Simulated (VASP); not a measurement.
# Ca (P6/mmm) in VASP: further runs

Ca is run at these levels: PBE; tasks: single point.

Everything below comes from runs of VASP 6.6.1. Logs are shortened: lines on timing, memory, paths and dates and some standing lists are left out, and cuts for length are marked.

## Step 1: The cell of the first run

The structure is hexagonal, space group P6/mmm (No. 191). The conventional cell has a = 3.459 Å, b = 3.459 Å, c = 3.152 Å, α = 90.00°, β = 90.00°, γ = 120.00°. Within 4.1 Å of Ca (site symmetry 6/mmm) lie 8 Ca at 3.15 to 3.46 Å.

This isn't the form of Ca at room conditions, which is fcc.

## Step 2: Single point, PBE (32.67 Å³/atom)

INCAR reads:

```
SYSTEM = Ca
PREC = Accurate ; ENCUT = 520
EDIFF = 1E-7 ; ISMEAR = -1
SIGMA = 0.08 ; LREAL = .FALSE.
LASPH = .TRUE. ; NELM = 80
ALGO = Normal ; ISIF = 2
LWAVE = .FALSE. ; LCHARG = .TRUE.
GGA = PE ; LELF = .TRUE.
LVHAR = .TRUE. ; NBANDS = 11
```

KPOINTS reads:

```
Automatic mesh
0
G
  12 12 11
  0 0 0
```

POSCAR reads:

```
Ca
1.0
    3.4593588792      0.0000000000      0.0000000000
   -1.7296794396      2.9958926702      0.0000000000
    0.0000000000      0.0000000000      3.1518837455
Ca
1
Direct
    0.0000000000      0.0000000000      0.0000000000
```

Potentials or basis: VASP PAW PBE potentials, release 64 (Ca_sv).

The run is started by

```
$ cat potpaw_PBE.64/Ca_sv/POTCAR > POTCAR
$ mpirun -np 1 vasp_std > vasp.out
```

OUTCAR:

```text
SYSTEM = Ca
   PREC = Accurate
   ENCUT = 520
   EDIFF = 1E-7
   ISMEAR = -1
   LREAL = .FALSE.
   LASPH = .TRUE.
   NELM = 80
   ISIF = 2
   GGA = PE

 ion  position               nearest neighbor table
   1  0.000  0.000  0.000-

  LATTYP: Found a hexagonal cell.
 ALAT       =     3.4593588792
 C/A-ratio  =     0.9111178850

  Lattice vectors:

 A1 = (   3.4593588792,   0.0000000000,   0.0000000000)
 A2 = (  -1.7296794396,   2.9958926702,   0.0000000000)
 A3 = (   0.0000000000,   0.0000000000,   3.1518837455)

Analysis of symmetry for initial positions (statically):
=====================================================================
 Subroutine PRICEL returns:
 Original cell was already a primitive cell.

 Routine SETGRP: Setting up the symmetry group for a
 hexagonal supercell.

 Subroutine GETGRP returns: Found 24 space group operations
 (whereof 24 operations were pure point group operations)
 out of a pool of 24 trial point group operations.

The static configuration has the point symmetry D_6h.

Analysis of symmetry for dynamics (positions and initial velocities):
=====================================================================
 Subroutine PRICEL returns:
 Original cell was already a primitive cell.

 Routine SETGRP: Setting up the symmetry group for a
 hexagonal supercell.

 Subroutine GETGRP returns: Found 24 space group operations
 (whereof 24 operations were pure point group operations)
 out of a pool of 24 trial point group operations.

The dynamic configuration has the point symmetry D_6h.

 Subroutine INISYM returns: Found 24 space group operations
 (whereof 24 operations are pure point group operations),
 and found     1 'primitive' translations

----------------------------------------------------------------------------------------

                                     Primitive cell

  volume of cell :      32.6657

  direct lattice vectors                    reciprocal lattice vectors
     3.459358879  0.000000000  0.000000000     0.289070904  0.166895164  0.000000000
    -1.729679440  2.995892670  0.000000000     0.000000000  0.333790329  0.000000000
     0.000000000  0.000000000  3.151883746     0.000000000  0.000000000  0.317270585

  length of vectors
     3.459358879  3.459358879  3.151883746     0.333790329  0.333790329  0.317270585

  position of ions in fractional coordinates (direct lattice)
     0.000000000  0.000000000  0.000000000

  ion indices of the primitive-cell ions
   primitive index   ion index
                 1           1

----------------------------------------------------------------------------------------

 KPOINTS: Automatic mesh

Automatic generation of k-mesh.
 Grid dimensions read from file:
 generate k-points for:   12   12   11

 Generating k-lattice:

  Cartesian coordinates                     Fractional coordinates (reciprocal lattice)
     0.024089242  0.013907930  0.000000000     0.083333333  0.000000000  0.000000000
     0.000000000  0.027815861  0.000000000     0.000000000  0.083333333  0.000000000
     0.000000000  0.000000000  0.028842780     0.000000000  0.000000000  0.090909091

  Length of vectors
     0.027815861  0.027815861  0.028842780

  Shift w.r.t. Gamma in fractional coordinates (k-lattice)
     0.000000000  0.000000000  0.000000000

 Subroutine IBZKPT returns following result:
 ===========================================

 Found    114 irreducible k-points:

 Following reciprocal coordinates:
            Coordinates               Weight
  0.000000  0.000000  0.000000      1.000000
  0.083333  0.000000  0.000000      6.000000
  0.166667 -0.000000  0.000000      6.000000
  0.250000  0.000000  0.000000      6.000000
  0.333333  0.000000  0.000000      6.000000
  0.416667  0.000000  0.000000      6.000000
[... 16 lines left out ...]
  0.250000  0.000000  0.090909     12.000000
  0.333333  0.000000  0.090909     12.000000
 [... further k-points ...]
   k-points           NKPTS =    114   k-points in BZ     NKDIM =    114   number of bands    NBANDS=     11
   number of dos      NEDOS =    301   number of ions     NIONS =      1
   total plane-waves  NPLWV =  18816
   dimension x,y,z NGX =    28 NGY =   28 NGZ =   24
   dimension x,y,z NGXF=    56 NGYF=   56 NGZF=   48
   ions per type =               1
   NGX,Y,Z   is equivalent  to a cutoff of  13.46, 13.46, 12.66 a.u.
   NGXF,Y,Z  is equivalent  to a cutoff of  26.91, 26.91, 25.32 a.u.
 SYSTEM =  Ca
   PREC   = accura    normal or accurate (medium, high low for compatibility)
   ISTART =      0    job   : 0-new  1-cont  2-samecut
   ICHARG =      2    charge: 1-file 2-atom 10-const
   ISPIN  =      1    spin polarized calculation?
   LNONCOLLINEAR =      F non collinear calculations
   LSORBIT =      F    spin-orbit coupling
   LASPH  =      T    aspherical Exc in radial PAW
   ENCUT  =  520.0 eV  38.22 Ry    6.18 a.u.   6.43  6.43  5.86*2*pi/ulx,y,z
   NELM   =     80;   NELMIN=  2; NELMDL= -5     # of ELM steps
   EDIFF  = 0.1E-06   stopping-criterion for ELM
   LREAL  =      F    real-space projection
   EDIFFG = 0.1E-05   stopping-criterion for IOM
   NSW    =      0    number of steps for IOM
   IBRION =     -1    ionic relax: 0-MD 1-quasi-New 2-CG
   NFREE  =      0    steps in history (QN), initial steepest desc. (CG)
   ISIF   =      2    stress and relaxation
   ISYM   =      2    0-nonsym 1-usesym 2-fastsym
   POTIM  = 0.5000    time-step for ionic-motion
   TEBEG  =    0.0;   TEEND  =   0.0 temperature during run
   PSTRESS=    0.0 pullay stress
   NELECT =      10.0000    total number of electrons
   NUPDOWN=      -1.0000    fix difference up-down
   EMIN   =  10.00;   EMAX   =-10.00  energy-range for DOS
   EFERMI =   0.00;   METHOD = LEGACY
   ISMEAR =    -1;   SIGMA  =   0.08  broadening in eV -4-tet -1-fermi 0-gaus
   EFERMI_NEDOS =   21; number of points for ismear=-14 and -15
   IALGO  =     38    algorithm
   IMIX   =      4    mixing-type and parameters
     AMIX     =   0.40;   BMIX     =  1.00
     AMIX_MAG =   1.60;   BMIX_MAG =  1.00
  volume/ion in A,a.u.               =      32.67       220.44
  Fermi-wavevector in a.u.,A,eV,Ry     =   1.103344  2.085017 16.563287  1.217367
  Thomas-Fermi vector in A             =   2.239800
   LORBIT       =      0    0 simple, 1 ext, 2 COOP (PROOUT), +10 PAW based schemes
   GGA     = PE    functional components
   LHFCALC =     F    Hartree Fock is set to
   AEXX    =    0.0000 exact exchange contribution
   IVDW    =     0    specifies the selected vdW correction
   LEPSILON=     F    determine dielectric tensor
   LRPA    =     F    only Hartree local field effects (RPA)
 non-spin polarized calculation
  energy-cutoff  :      520.00
  volume of cell :       32.67
 maximum number of plane-waves:       894
 NGX is ok and might be reduce to    28
   NGX = 13   NGY = 13   NGZ = 11

 number of electron      10.0000000 magnetization

 number of electron       9.9999997 magnetization

 Free energy of the ion-electron system (eV)
  ---------------------------------------------------
  ext. energy  EPLUGINS =         0.00000000
  ---------------------------------------------------
  free energy    TOTEN  =        -1.56592450 eV

  energy without entropy =       -1.54530863  energy(sigma->0) =       -1.55561657

 E-fermi :   2.9895     XC(G=0):  -8.5572

 val. band max:        2.9791351262   @ k =   0.4167   0.1667   0.1818
 cond. band min:       3.0146355923   @ k =   0.0833   0.0000   0.4545
 fundamental gap:      0.0355004661
 Fermi energy:         2.9894897100

 k-point     1 :       0.0000    0.0000    0.0000
  band No.  band energies     occupation
      1     -38.5990      2.00000
      2     -19.4351      2.00000
      3     -19.4351      2.00000
      4     -19.3436      2.00000
      5      -1.2908      2.00000
      6       3.9298      0.00002
      7       5.5956      0.00000
      8       5.5956      0.00000
      9       8.2249      0.00000
     10       8.2249      0.00000
     11      13.2879      0.00000

 k-point     2 :       0.0833    0.0000    0.0000
  band No.  band energies     occupation
      1     -38.5959      2.00000
      2     -19.4608      2.00000
      3     -19.4408      2.00000
      4     -19.3410      2.00000
      5      -1.1475      2.00000
      6       3.9785      0.00001
      7       5.3961      0.00000
      8       5.7129      0.00000
      9       8.0897      0.00000
     10       8.2053      0.00000
     11      13.4845      0.00000

 k-point     3 :       0.1667   -0.0000    0.0000
  band No.  band energies     occupation
      1     -38.5875      2.00000
      2     -19.5304      2.00000
      3     -19.4565      2.00000
      4     -19.3340      2.00000
      5      -0.7324      2.00000
      6       4.1039      0.00000
      7       4.9132      0.00000
      8       6.0546      0.00000
      9       7.7629      0.00000
     10       8.1524      0.00000
     11      13.2432      0.00000

 k-point     4 :       0.2500    0.0000    0.0000
  band No.  band energies     occupation
      1     -38.5760      2.00000
      2     -19.6239      2.00000
      3     -19.4778      2.00000
      4     -19.3245      2.00000
      5      -0.0892      2.00000
      6       4.1981      0.00000
      7       4.3964      0.00000
      8       6.5888      0.00000
      9       7.3867      0.00000
     10       8.0814      0.00000
     11      11.9369      0.00000
[... 239 lines left out ...]
 k-point    22 :       0.1667   -0.0000    0.0909
  band No.  band energies     occupation
      1     -38.5824      2.00000
      2     -19.5258      2.00000
      3     -19.4522      2.00000
      4     -19.3797      2.00000
      5      -0.5887      2.00000
      6       4.2039      0.00000
      7       4.9657      0.00000
      8       6.0901      0.00000
      9       7.5392      0.00000
     10       7.9596      0.00000
     11      13.3922      0.00000

 k-point    23 :       0.2500    0.0000    0.0909
  band No.  band energies     occupation
      1     -38.5710      2.00000
      2     -19.6186      2.00000
      3     -19.4734      2.00000
      4     -19.3694      2.00000
      5       0.0447      2.00000
      6       4.2765      0.00000
      7       4.4947      0.00000
      8       6.6124      0.00000
      9       7.1483      0.00000
     10       7.8793      0.00000
     11      12.1335      0.00000

 k-point    24 :       0.3333    0.0000    0.0909
  band No.  band energies     occupation
      1     -38.5595      2.00000
      2     -19.7098      2.00000
      3     -19.4944      2.00000
      4     -19.3592      2.00000
      5       0.8256      2.00000
      6       3.8168      0.00006
      7       4.5092      0.00000
      8       6.8669      0.00000
      9       7.2370      0.00000
     10       7.8161      0.00000
     11      10.8829      0.00000

 [... further k-points ...]

------------------------ aborting loop because EDIFF is reached ----------------------------------------

  FORCE on cell =-STRESS in cart. coord.  units (eV):
  Direction    XX          YY          ZZ          XY          YZ          ZX
  --------------------------------------------------------------------------------------
  -------------------------------------------------------------------------------------
  Total        1.1129972      1.1129972      1.1186078      0.0000000     -0.0000000      0.0000000
  in kB       54.5899372     54.5899372     54.8651229      0.0000000     -0.0000000      0.0000000
  external PRESSURE =      54.6816658 kB  Pullay stress =       0.0000000 kB

 VOLUME and BASIS-vectors are now :
 -----------------------------------------------------------------------------
  energy-cutoff  :      520.00
  volume of cell :       32.67
      direct lattice vectors                 reciprocal lattice vectors
     3.459358879  0.000000000  0.000000000     0.289070904  0.166895164  0.000000000
    -1.729679440  2.995892670  0.000000000     0.000000000  0.333790329  0.000000000
     0.000000000  0.000000000  3.151883746     0.000000000  0.000000000  0.317270585

 POSITION                                       TOTAL-FORCE (eV/Angst)
 -----------------------------------------------------------------------------------
      0.00000      0.00000      0.00000         0.000000      0.000000      0.000000
 -----------------------------------------------------------------------------------
    total drift:                               -0.000000      0.000000      0.000000

  FREE ENERGIE OF THE ION-ELECTRON SYSTEM (eV)
  ---------------------------------------------------
  free  energy   TOTEN  =        -1.5659244998 eV

  energy  without entropy=       -1.5453086323  energy(sigma->0) =       -1.55561657
```

Run time: 52 s. Hardware: 1 thread of Intel Xeon 8259CL, shared host; peak memory 0.18 GiB.

What came out:

```yaml
Free_energy: -1.5659 eV
Pressure: 5.5 GPa
Band_gap_on_the_k_mesh: zero (bands 5 and 6 overlap by 0.51 eV)
```

Caveat: the cell stands under pressure.

(Part 1 of 2 ends here.)
